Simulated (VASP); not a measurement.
A run of VASP 6.6.1 is set up as follows.

INCAR

```
SYSTEM = SiO2
PREC     = Accurate       ! precision mode
ENCUT    = 600            ! plane-wave cutoff, eV
EDIFF    = 1E-6           ! SCF threshold, eV
ISMEAR   = -1             ! smearing method
SIGMA    = 0.08           ! smearing width, eV
LREAL    = .FALSE.        ! projectors in reciprocal space
LASPH    = .TRUE.         ! aspherical terms in the spheres
NELM     = 120            ! most SCF steps
ALGO     = Normal         ! electronic algorithm
ISIF     = 2              ! what is computed and relaxed
LWAVE    = .FALSE.        ! write WAVECAR
LCHARG   = .TRUE.         ! write CHGCAR
GGA      = CA             ! functional
LELF     = .TRUE.         ! ELF
LVHAR    = .TRUE.       
NBANDS   = 25             ! bands
GGA_COMPAT= .FALSE.
```

Contents of KPOINTS:

```
Automatic mesh
0
G
  8 8 11
  0 0 0
```

The input POSCAR:

```
SiO2
1.0
    3.5179576180      0.0000000000      0.0000000000
    0.0000000000      3.5179576180      0.0000000000
    0.0000000000      0.0000000000      2.3016517546
Si O
2 4
Direct
    0.0000000000      0.0000000000      0.0000000000
    0.5000000000      0.5000000000      0.5000000000
    0.2981098298      0.2981098298      0.0000000000
    0.7018901702      0.7018901702      0.0000000000
    0.7981098298      0.2018901702      0.5000000000
    0.2018901702      0.7981098298      0.5000000000
```

Potentials or basis: VASP PAW LDA potentials, release 64 (Si, O).

Run with:

```console
$ cat potpaw_LDA.64/Si/POTCAR potpaw_LDA.64/O/POTCAR > POTCAR
$ mpirun -np 1 vasp_std > vasp.out
```

Problem. Predict the largest force.

Solution. 0.073 eV/Å.

Problem. Estimate the pressure.

Solution. 412.3 GPa.

Problem. Estimate the band gap on the k mesh.

Solution. 6.81 eV.

Forces on the atoms (eV/Å):
```
Si   0.000  0.000  0.000
Si   0.000  0.000  0.000
O   -0.052 -0.052  0.000
O    0.052  0.052  0.000
O   -0.052  0.052  0.000
O    0.052 -0.052  0.000
```

Caveat: the cell stands under pressure; an odd mesh through Γ misses points on the zone boundary, where band edges can lie.
